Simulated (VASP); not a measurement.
# Al2Cu (I4/mcm) in VASP: notebook, part 2 of 2

VASP 6.6.1. The steps go on from the part before.

## Step 4: Single point, PBEsol

This run uses another cell than the first one, of 13.45 Å³/atom.

File INCAR:

```
SYSTEM = Al2Cu
ALGO     = Fast           ! electronic algorithm
EDIFF    = 1E-6           ! SCF threshold, eV
ENCUT    = 520            ! plane-wave cutoff, eV
GGA      = PS             ! functional
ISIF     = 2              ! what is computed and relaxed
ISMEAR   = 0              ! smearing method
LASPH    = .True.         ! aspherical terms in the spheres
LCHARG   = .True.         ! write CHGCAR
LELF     = .True.         ! ELF
LREAL    = .False.        ! projectors in reciprocal space
LVHAR    = .True.       
LWAVE    = .False.        ! write WAVECAR
NBANDS   = 26             ! bands
NELM     = 80             ! most SCF steps
PREC     = Accurate       ! precision mode
SIGMA    = 0.15           ! smearing width, eV
```

File KPOINTS:

```
k-points
0
Gamma
  10 10 10
  0 0 0
```

File POSCAR:

```
Al2Cu
1.0
   -2.9665500000      2.9665500000      2.2931000000
    2.9665500000     -2.9665500000      2.2931000000
    2.9665500000      2.9665500000     -2.2931000000
Al Cu
4 2
Direct
    0.1593210787      0.6593210787      0.8186421574
    0.6593210787      0.8406789213      0.5000000000
    0.8406789213      0.3406789213      0.1813578426
    0.3406789213      0.1593210787      0.5000000000
    0.7500000000      0.7500000000      0.0000000000
    0.2500000000      0.2500000000      0.0000000000
```

Potentials or basis: VASP PAW PBE potentials, release 64 (Al, Cu).

Started as:

```sh
cat potpaw_PBE.64/Al/POTCAR potpaw_PBE.64/Cu/POTCAR > POTCAR
mpirun -np 1 vasp_std > vasp.out
```

OUTCAR:

```text
SYSTEM = Al2Cu
   EDIFF = 1E-6
   ENCUT = 520
   GGA = PS
   ISIF = 2
   ISMEAR = 0
   LASPH = .True.
   LREAL = .False.
   NELM = 80
   PREC = Accurate

 ion  position               nearest neighbor table
   1  0.159  0.659  0.819-   5 2.51   6 2.51   5 2.51   6 2.51   3 2.67   3 2.75   3 2.75   4 2.97
                             2 2.97   2 2.97   4 2.97   4 3.16   2 3.16   2 3.16   4 3.16
   2  0.659  0.841  0.500-   6 2.51   5 2.51   5 2.51   6 2.51   4 2.67   4 2.75   4 2.75   3 2.97
                             1 2.97   1 2.97   3 2.97   1 3.16   3 3.16   1 3.16   3 3.16
   3  0.841  0.341  0.181-   5 2.51   6 2.51   5 2.51   6 2.51   1 2.67   1 2.75   1 2.75   2 2.97
                             4 2.97   4 2.97   2 2.97   4 3.16   2 3.16   4 3.16   2 3.16
   4  0.341  0.159  0.500-   5 2.51   6 2.51   6 2.51   5 2.51   2 2.67   2 2.75   2 2.75   3 2.97
                             1 2.97   1 2.97   3 2.97   1 3.16   3 3.16   3 3.16   1 3.16
   5  0.750  0.750  0.000-   6 2.29   6 2.29   4 2.51   2 2.51   4 2.51   2 2.51   1 2.51   3 2.51
                             3 2.51   1 2.51
   6  0.250  0.250  0.000-   5 2.29   5 2.29   2 2.51   4 2.51   2 2.51   4 2.51   3 2.51   1 2.51
                             1 2.51   3 2.51

  LATTYP: Found a body centered tetragonal cell.
 ALAT       =     5.9331000000
 C/A-ratio  =     0.7729854545

  Lattice vectors:

 A1 = (  -2.9665500000,   2.9665500000,   2.2931000000)
 A2 = (   2.9665500000,  -2.9665500000,   2.2931000000)
 A3 = (   2.9665500000,   2.9665500000,  -2.2931000000)

Analysis of symmetry for initial positions (statically):
=====================================================================
 Subroutine PRICEL returns:
 Original cell was already a primitive cell.

 Routine SETGRP: Setting up the symmetry group for a
 body centered tetragonal supercell.

 Subroutine GETGRP returns: Found 16 space group operations
 (whereof  8 operations were pure point group operations)
 out of a pool of 16 trial point group operations.

The static configuration has the point symmetry C_4h.
 The point group associated with its full space group is D_4h.

Analysis of symmetry for dynamics (positions and initial velocities):
=====================================================================
 Subroutine PRICEL returns:
 Original cell was already a primitive cell.

 Routine SETGRP: Setting up the symmetry group for a
 body centered tetragonal supercell.

 Subroutine GETGRP returns: Found 16 space group operations
 (whereof  8 operations were pure point group operations)
 out of a pool of 16 trial point group operations.

The dynamic configuration has the point symmetry C_4h.
 The point group associated with its full space group is D_4h.

 Subroutine INISYM returns: Found 16 space group operations
 (whereof  8 operations are pure point group operations),
 and found     1 'primitive' translations

----------------------------------------------------------------------------------------

                                     Primitive cell

  volume of cell :      80.7210

  direct lattice vectors                    reciprocal lattice vectors
    -2.966550000  2.966550000  2.293100000     0.000000000  0.168545954  0.218045441
     2.966550000 -2.966550000  2.293100000     0.168545954  0.000000000  0.218045441
     2.966550000  2.966550000 -2.293100000     0.168545954  0.168545954  0.000000000

  length of vectors
[... 69 lines left out ...]
  0.300000  0.300000 -0.000000      8.000000
  0.400000  0.300000 -0.000000     16.000000
 [... further k-points ...]
   k-points           NKPTS =    102   k-points in BZ     NKDIM =    102   number of bands    NBANDS=     26
   number of dos      NEDOS =    301   number of ions     NIONS =      6
   total plane-waves  NPLWV =  46656
   dimension x,y,z NGX =    36 NGY =   36 NGZ =   36
   dimension x,y,z NGXF=    72 NGYF=   72 NGZF=   72
   ions per type =               4   2
   NGX,Y,Z   is equivalent  to a cutoff of  12.52, 12.52, 12.52 a.u.
   NGXF,Y,Z  is equivalent  to a cutoff of  25.04, 25.04, 25.04 a.u.
 SYSTEM =  Al2Cu
   PREC   = accura    normal or accurate (medium, high low for compatibility)
   ISTART =      0    job   : 0-new  1-cont  2-samecut
   ICHARG =      2    charge: 1-file 2-atom 10-const
   ISPIN  =      1    spin polarized calculation?
   LNONCOLLINEAR =      F non collinear calculations
   LSORBIT =      F    spin-orbit coupling
   LASPH  =      T    aspherical Exc in radial PAW
   ENCUT  =  520.0 eV  38.22 Ry    6.18 a.u.   8.89  8.89  8.89*2*pi/ulx,y,z
   NELM   =     80;   NELMIN=  2; NELMDL= -5     # of ELM steps
   EDIFF  = 0.1E-05   stopping-criterion for ELM
   LREAL  =      F    real-space projection
   EDIFFG = 0.1E-04   stopping-criterion for IOM
   NSW    =      0    number of steps for IOM
   IBRION =     -1    ionic relax: 0-MD 1-quasi-New 2-CG
   NFREE  =      0    steps in history (QN), initial steepest desc. (CG)
   ISIF   =      2    stress and relaxation
   ISYM   =      2    0-nonsym 1-usesym 2-fastsym
   POTIM  = 0.5000    time-step for ionic-motion
   TEBEG  =    0.0;   TEEND  =   0.0 temperature during run
   PSTRESS=    0.0 pullay stress
   NELECT =      34.0000    total number of electrons
   NUPDOWN=      -1.0000    fix difference up-down
   EMIN   =  10.00;   EMAX   =-10.00  energy-range for DOS
   EFERMI =   0.00;   METHOD = LEGACY
   ISMEAR =     0;   SIGMA  =   0.15  broadening in eV -4-tet -1-fermi 0-gaus
   EFERMI_NEDOS =   21; number of points for ismear=-14 and -15
   IALGO  =     68    algorithm
   IMIX   =      4    mixing-type and parameters
     AMIX     =   0.40;   BMIX     =  1.00
     AMIX_MAG =   1.60;   BMIX_MAG =  1.00
  volume/ion in A,a.u.               =      13.45        90.79
  Fermi-wavevector in a.u.,A,eV,Ry     =   1.227173  2.319020 20.489733  1.505953
  Thomas-Fermi vector in A             =   2.362146
   LORBIT       =      0    0 simple, 1 ext, 2 COOP (PROOUT), +10 PAW based schemes
   GGA     = PS    functional components
   LHFCALC =     F    Hartree Fock is set to
   AEXX    =    0.0000 exact exchange contribution
   IVDW    =     0    specifies the selected vdW correction
   LEPSILON=     F    determine dielectric tensor
   LRPA    =     F    only Hartree local field effects (RPA)
 non-spin polarized calculation
 RMM-DIIS sequential band-by-band and
 Gauss-broadening in eV      SIGMA  =   0.15
  energy-cutoff  :      520.00
  volume of cell :       80.72
 maximum number of plane-waves:      2204
   NGX = 17   NGY = 17   NGZ = 17

 number of electron      33.9999996 magnetization

 Free energy of the ion-electron system (eV)
  ---------------------------------------------------
  ext. energy  EPLUGINS =         0.00000000
  ---------------------------------------------------
  free energy    TOTEN  =       -25.80032650 eV

  energy without entropy =      -25.78159763  energy(sigma->0) =      -25.79096207

 E-fermi :   9.1699     XC(G=0): -11.3867

 val. band max:        9.1346071599   @ k =  -0.4000   0.4000   0.2000
 cond. band min:       9.1712139852   @ k =   0.5000   0.5000   0.2000
 fundamental gap:      0.0366068252
 Fermi energy:         9.1699369393

 k-point     1 :       0.0000    0.0000    0.0000
  band No.  band energies     occupation
      1      -2.4357      2.00000
      2       3.1778      2.00000
      3       3.2846      2.00000
      4       3.4101      2.00000
      5       3.4101      2.00000
      6       4.4085      2.00000
[... 685 lines left out ...]
     25      16.1352      0.00000
     26      16.4540      0.00000

 [... further k-points ...]

------------------------ aborting loop because EDIFF is reached ----------------------------------------

  FORCE on cell =-STRESS in cart. coord.  units (eV):
  Direction    XX          YY          ZZ          XY          YZ          ZX
  --------------------------------------------------------------------------------------
  -------------------------------------------------------------------------------------
  Total        3.5995047      3.5995047      7.5028494      0.0000000      0.0000000      0.0000000
  in kB       71.4442023     71.4442023    148.9191274      0.0000000      0.0000000      0.0000000
  external PRESSURE =      97.2691774 kB  Pullay stress =       0.0000000 kB

 VOLUME and BASIS-vectors are now :
 -----------------------------------------------------------------------------
  energy-cutoff  :      520.00
  volume of cell :       80.72
      direct lattice vectors                 reciprocal lattice vectors
    -2.966550000  2.966550000  2.293100000     0.000000000  0.168545954  0.218045441
     2.966550000 -2.966550000  2.293100000     0.168545954  0.000000000  0.218045441
     2.966550000  2.966550000 -2.293100000     0.168545954  0.168545954  0.000000000

 POSITION                                       TOTAL-FORCE (eV/Angst)
 -----------------------------------------------------------------------------------
      3.91182      0.94527      0.00000        -0.145540     -0.145540      0.000000
      2.02128      0.94527      2.29310         0.145540     -0.145540      0.000000
     -0.94527      2.02128      2.29310         0.145540      0.145540     -0.000000
      0.94527      2.02128      0.00000        -0.145540      0.145540      0.000000
      0.00000      0.00000      3.43965        -0.000000      0.000000      0.000000
      0.00000      0.00000      1.14655        -0.000000     -0.000000      0.000000
 -----------------------------------------------------------------------------------
    total drift:                                0.000000      0.000000      0.000000

  FREE ENERGIE OF THE ION-ELECTRON SYSTEM (eV)
  ---------------------------------------------------
  free  energy   TOTEN  =       -25.8003265042 eV

  energy  without entropy=      -25.7815976333  energy(sigma->0) =      -25.79096207
```

Run time: 5.6 min. Hardware: 1 thread of Intel Xeon 8259CL, shared host; peak memory 0.33 GiB.

What came out:

```
Free energy            : -25.8003 eV
Pressure               : 9.7 GPa
Largest force          : 0.206 eV/Å
Band gap on the k mesh : zero (bands 17 and 18 overlap by 4.99 eV)
```

Forces on the atoms (eV/Å):
```
Al  -0.146 -0.146  0.000
Al   0.146 -0.146  0.000
Al   0.146  0.146  0.000
Al  -0.146  0.146  0.000
Cu   0.000  0.000  0.000
Cu   0.000  0.000  0.000
```

Stress tensor (GPa, compression positive):
```
 7.14  0.00  0.00
 0.00  7.14  0.00
 0.00  0.00 14.89
```

Caveat: the cell stands under pressure; the PAW data sets were made with another functional, which shifts forces and pressure a little.

## Step 5: Summary

```tsv
cell	further INCAR settings	gap on the mesh (eV)	pressure (GPa)	largest force (eV/Å)
a = 4.756 Å, angles 103.7, 103.7, 121.7°, 6 atoms	ALGO = Fast; EDIFF = 1e-07; NBANDS = 26	none	11.1	0.15
a = 4.732 Å, angles 106.0, 106.0, 116.6°, 6 atoms	ALGO = Fast; EDIFF = 1e-07; NBANDS = 26	none	10.3	0.28
a = 4.781 Å, angles 103.3, 103.3, 122.7°, 6 atoms	ALGO = Fast; EDIFF = 1e-06; NBANDS = 26	none	9.7	0.21
```

Alike in all rows: task single point; level PBEsol; potentials or basis VASP PAW PBE potentials, release 64 (Al, Cu); no spin polarisation; k mesh 10 × 10 × 10; cutoff (eV) 520; smearing gaussian 0.15 eV.

Caveats: the cell stands under pressure; the PAW data sets were made with another functional, which shifts forces and pressure a little.

Total energies depend on the potentials used, so only differences within one code and one set of settings carry meaning.
